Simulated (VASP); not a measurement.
# Sb (R-3m) in VASP: notebook, part 2 of 2

VASP 6.6.1. Earlier steps stand in the parts before.

**4. Electric field gradients, PBEsol (equal xy, yz and zx shear strains of -2 %)**

INCAR

```
PREC = Accurate
ENCUT = 520
EDIFF = 1E-8
ISMEAR = -1
SIGMA = 0.05
LREAL = False
LASPH = True
NELM = 80
ALGO = Normal
ISIF = 2
LWAVE = False
LCHARG = False
GGA = PS
LEFG = True
NBANDS = 8
```

KPOINTS

```
Automatic mesh
0
Gamma
  12 12 12
```

POSCAR

```
Sb
1.0
   -0.0461000000      2.2819500000      2.2819500000
    2.2819500000     -0.0461000000      2.2819500000
    2.2819500000      2.2819500000     -0.0461000000
Sb
1
Direct
    0.0000000000      0.0000000000      0.0000000000
```

Potentials or basis: VASP PAW PBE potentials, release 64 (Sb).

Launch:

```
> cat potpaw_PBE.64/Sb/POTCAR > POTCAR
> mpirun -np 1 vasp_std > vasp.out
```

OUTCAR:

```text
PREC = Accurate
   ENCUT = 520
   EDIFF = 1E-8
   ISMEAR = -1
   LREAL = False
   LASPH = True
   NELM = 80
   ISIF = 2
   GGA = PS

 ion  position               nearest neighbor table
   1  0.000  0.000  0.000-

  LATTYP: Found a trigonal (rhomboedric) cell.
 ALAT       =     3.2274938908
 COS(alpha) =     0.4797000918

  Lattice vectors:

 A1 = (  -0.0461000000,   2.2819500000,   2.2819500000)
 A2 = (   2.2819500000,  -0.0461000000,   2.2819500000)
 A3 = (   2.2819500000,   2.2819500000,  -0.0461000000)

Analysis of symmetry for initial positions (statically):
=====================================================================
 Subroutine PRICEL returns:
 Original cell was already a primitive cell.

 Routine SETGRP: Setting up the symmetry group for a
 trigonal (rhombohedral) supercell.

 Subroutine GETGRP returns: Found 12 space group operations
 (whereof 12 operations were pure point group operations)
 out of a pool of 12 trial point group operations.

The static configuration has the point symmetry D_3d.

Analysis of symmetry for dynamics (positions and initial velocities):
=====================================================================
 Subroutine PRICEL returns:
 Original cell was already a primitive cell.

 Routine SETGRP: Setting up the symmetry group for a
 trigonal (rhombohedral) supercell.

 Subroutine GETGRP returns: Found 12 space group operations
 (whereof 12 operations were pure point group operations)
 out of a pool of 12 trial point group operations.

The dynamic configuration has the point symmetry D_3d.

[... 145 lines left out ...]
 val. band max:        9.7106491380   @ k =  -0.1667   0.1667   0.0000
 cond. band min:       9.7314341218   @ k =   0.3333   0.1667   0.1667
 fundamental gap:      0.0207849837
 Fermi energy:         9.7295541910

 k-point     1 :       0.0000    0.0000    0.0000
  band No.  band energies     occupation
      1      -4.0570      2.00000
      2      15.4863      0.00000
      3      15.4863      0.00000
      4      16.1159      0.00000
      5      19.7541      0.00000
      6      19.7541      0.00000
      7      19.9735      0.00000
      8      20.3818      0.00000
[... 243 lines left out ...]
 k-point    24 :      -0.4167    0.1667    0.0000
  band No.  band energies     occupation
      1       0.5062      2.00000
      2       3.8888      2.00000
      3      10.2708      0.00004
      4      13.0271      0.00000
      5      16.7175      0.00000
      6      20.7327      0.00000
      7      21.3973      0.00000
      8      24.0634      0.00000

 [... further k-points ...]
[... 5 lines left out ...]
  --------------------------------------------------------------------------------------
  -------------------------------------------------------------------------------------
  Total        0.8479203      0.8479203      0.8479203      0.0437562      0.0437562      0.0437562
  in kB       55.4822436     55.4822436     55.4822436      2.8631143      2.8631143      2.8631143
  external PRESSURE =      55.4822436 kB  Pullay stress =       0.0000000 kB

 VOLUME and BASIS-vectors are now :
 -----------------------------------------------------------------------------
  energy-cutoff  :      520.00
  volume of cell :       24.49
      direct lattice vectors                 reciprocal lattice vectors
    -0.046100000  2.281950000  2.281950000    -0.212580468  0.216963571  0.216963571
     2.281950000 -0.046100000  2.281950000     0.216963571 -0.212580468  0.216963571
     2.281950000  2.281950000 -0.046100000     0.216963571  0.216963571 -0.212580468

 POSITION                                       TOTAL-FORCE (eV/Angst)
 -----------------------------------------------------------------------------------
      0.00000      0.00000      0.00000        -0.000000      0.000000     -0.000000
 -----------------------------------------------------------------------------------
    total drift:                               -0.000000      0.000000      0.000000

  FREE ENERGIE OF THE ION-ELECTRON SYSTEM (eV)
  ---------------------------------------------------
  free  energy   TOTEN  =        -4.2685781128 eV

  energy  without entropy=       -4.2627088443  energy(sigma->0) =       -4.26564348

 Electric field gradients (V/A^2)
---------------------------------------------------------------------
 ion       V_xx      V_yy      V_zz      V_xy      V_xz      V_yz
---------------------------------------------------------------------
   1      -0.000    -0.000    -0.000     0.672     0.672     0.672
---------------------------------------------------------------------

 Electric field gradients after diagonalization (V/A^2)
 (convention: |V_zz| > |V_xx| > |V_yy|)
----------------------------------------------------------------------
 ion       V_xx      V_yy      V_zz     asymmetry (V_yy - V_xx)/ V_zz
----------------------------------------------------------------------
   1      -0.672    -0.672     1.343       0.000
----------------------------------------------------------------------

           NMR quadrupolar parameters

 Cq : quadrupolar parameter    Cq=e*Q*V_zz/h
 eta: asymmetry parameters     (V_yy - V_xx)/ V_zz
 Q  : nuclear electric quadrupole moment in mb (millibarn)
----------------------------------------------------------------------
 ion       Cq(MHz)       eta       Q (mb)
----------------------------------------------------------------------
   1       0.003       0.000       1.000
----------------------------------------------------------------------
```

OSZICAR:

```text
N       E                     dE             d eps       ncg     rms          rms(c)
DAV:   1     0.489374951449E+01    0.48937E+01   -0.17311E+03  3104   0.417E+02
DAV:   2    -0.418080316186E+01   -0.90746E+01   -0.86973E+01  4280   0.539E+01
DAV:   3    -0.427552023804E+01   -0.94717E-01   -0.94357E-01  3488   0.612E+00
DAV:   4    -0.427581002344E+01   -0.28979E-03   -0.28978E-03  4864   0.421E-01
DAV:   5    -0.427581040924E+01   -0.38580E-06   -0.38613E-06  3672   0.991E-03    0.196E+00
DAV:   6    -0.427125022716E+01    0.45602E-02   -0.13733E-03  3704   0.177E-01    0.114E+00
DAV:   7    -0.426858611129E+01    0.26641E-02   -0.29137E-03  3456   0.257E-01    0.324E-02
DAV:   8    -0.426857863119E+01    0.74801E-05   -0.29758E-05  4288   0.441E-02    0.678E-03
DAV:   9    -0.426857843405E+01    0.19714E-06   -0.41451E-07  4296   0.464E-03    0.119E-03
DAV:  10    -0.426857822782E+01    0.20624E-06   -0.54295E-08  3888   0.122E-03    0.139E-03
DAV:  11    -0.426857811553E+01    0.11228E-06   -0.99103E-10  3632   0.243E-04    0.185E-04
DAV:  12    -0.426857811284E+01    0.26931E-08   -0.73267E-11  2112   0.500E-05
   1 F= -.42685781E+01 E0= -.42656435E+01  d E =-.586927E-02
```

It used 22 s of CPU time on 1 thread of AMD EPYC 7R13 Processor (Zen 3), with other jobs on the host.

What came out:

```
Free energy : -4.2686 eV
Pressure    : 5.5 GPa
```

Electric field gradients, principal values (V/Å²):
| atom | least | middle | greatest (by size) |
| --- | --- | --- | --- |
| 1 Sb | -0.672 | -0.672 | 1.343 |

Caveat: the cell differs from its parent crystal (equal xy, yz and zx shear strains of -2 %); without QUAD_EFG the Cq values of the log hold for a quadrupole moment of 1 mb, not for the nuclei; the PAW data sets were made with another functional, which shifts forces and pressure a little; spin-orbit coupling is left out, which moves the levels of the heavy elements.
